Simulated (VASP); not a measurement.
**Mg: single point with PBE**

Mg:

```
Mg
1.0
     4.16503    0.00000    0.00000
    -2.08252    3.60702    0.00000
     0.00000    0.00000    6.29015
Mg
4
Direct
  0.00000 0.00000 0.00000
  0.00000 0.00000 0.50000
  0.33333 0.66667 0.25000
  0.66667 0.33333 0.75000
```

- Program: VASP 6.6.1
- Task: single point
- Functional: PBE
- Potentials or basis: VASP PAW PBE potentials, release 64 (Mg)
- Cutoff: 520 eV
- k mesh: 8 × 8 × 5
- Occupations: fermi-dirac, width 0.05 eV
- Spin: no spin polarisation

```json
{"Pressure": "5.0 GPa", "Band gap on the k mesh": "zero (bands 4 and 5 overlap by 4.65 eV)"}
```

Levels at points of the mesh, in eV from the Fermi level:
| k point | band 2 | band 3 | band 4 | band 5 | band 6 | band 7 |
| --- | --- | --- | --- | --- | --- | --- |
| (0.00, 0.00, 0.00) | -3.07 | -2.96 | 3.27 | 3.27 | 3.97 | 3.97 |
| (0.50, 0.00, 0.00) | -3.65 | -0.90 | -0.33 | -0.08 | 0.27 | 1.09 |

It took 34 s on 1 thread of AMD EPYC 7R13 (shared host), peak memory 0.18 GiB.

Caveat: the cell stands under pressure.
